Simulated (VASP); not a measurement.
Set up this calculation in VASP 6.6.1, as the native input.

```yaml
Task: single point
Functional: PBE
Dispersion: D3(BJ)
Potentials_or_basis: VASP PAW PBE potentials, release 64 (B, N)
Cutoff: 520 eV
k_mesh: 12 × 12 × 1
Occupations: gaussian, width 0.05 eV
Spin: no spin polarisation
Dipole_correction: yes
Further_INCAR_settings: ALGO = Normal; EDIFF = 1e-07; NBANDS = 16
```

The structure of BN lies in POSCAR:

```
BN
1.0
    2.5039917040      0.0000000000      0.0000000000
   -1.2519958520      2.1685204265      0.0000000000
    0.0000000000      0.0000000000     23.3305999855
B N
2 2
Direct
    0.6666666667      0.3333333333      0.4286216388
    0.3333333333      0.6666666667      0.5713783612
    0.3333333333      0.6666666667      0.4286216388
    0.6666666667      0.3333333333      0.5713783612
```

One way to write it, as run:

INCAR

```
SYSTEM = BN
PREC = Accurate ; ENCUT = 520
EDIFF = 1E-7 ; ISMEAR = 0
SIGMA = 0.05 ; LREAL = .False.
LASPH = .True. ; NELM = 60
ALGO = Normal ; ISIF = 2
LWAVE = .False. ; LCHARG = .False.
LDIPOL = .True. ; IDIPOL = 3
DIPOL = 0.5 0.5 0.500 ; GGA = PE
IVDW = 12 ; NBANDS = 16
```

KPOINTS

```
Automatic mesh
0
Gamma
  12 12 1
  0 0 0
```

Potentials or basis: VASP PAW PBE potentials, release 64 (B, N).

Command:

```console
$ cat potpaw_PBE.64/B/POTCAR potpaw_PBE.64/N/POTCAR > POTCAR
$ mpirun -np 1 vasp_std > vasp.out
```

It gave:

```
Largest force              : 0.027 eV/Å
Band gap on the k mesh     : 4.50 eV, indirect (least direct gap 4.74 eV)
Dispersion energy per atom : -0.106 eV
```

It took 57 s on 1 thread of Intel(R) Xeon(R) Platinum 8375C CPU @ 2.90GHz (Ice Lake) (shared host), peak memory 0.25 GiB.
